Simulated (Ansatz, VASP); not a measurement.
HfN: VASP and Ansatz over several settings

```xyz
2
Lattice="2.8250 0.0000 0.0000 0.0000 2.8250 0.0000 0.0000 0.0000 2.8250" Properties=species:S:1:pos:R:3 pbc="T T T"
Hf    1.4125    1.4125    1.4125
N     0.0000    0.0000    0.0000
```

Single points on this cell with VASP 6.6.1 and Ansatz 0.2.0. Each row is one pair of runs. Alike in all rows: spin: off; smearing: fermi-dirac, width 0.05 eV; VASP's potentials, cutoff: VASP PAW PBE potentials, release 64 (Hf_pv, N), 520 eV.

```tsv
level	k mesh	Ansatz's potentials, cutoff	gap on the k mesh at the Fermi level (eV), VASP	gap on the k mesh at the Fermi level (eV), Ansatz	pressure (GPa), VASP	pressure (GPa), Ansatz
BLYP	9 × 9 × 9	Ansatz PAW, 420 eV	none	none	7.0	8.9
B3LYP	5 × 5 × 5	Ansatz PAW, 420 eV	none	none	-1.9	1.5
r2SCANh	5 × 5 × 5	Ansatz PAW, 500 eV	none	none	-10.5	-7.2
HF	5 × 5 × 5	Ansatz PAW, 420 eV	none	none	-7.4	2.1
```

Pressure (GPa): the two programs differ by at most 9.43.

VASP's potentials hold 15 valence electrons a cell and Ansatz's 31, so a difference there can come from the potentials and not from the codes.

A gap of «none» marks a metal or a gap that the smearing closes.

The k mesh is coarse in some rows, so the values compare programs but aren't converged. Neither program's run includes spin-orbit coupling.
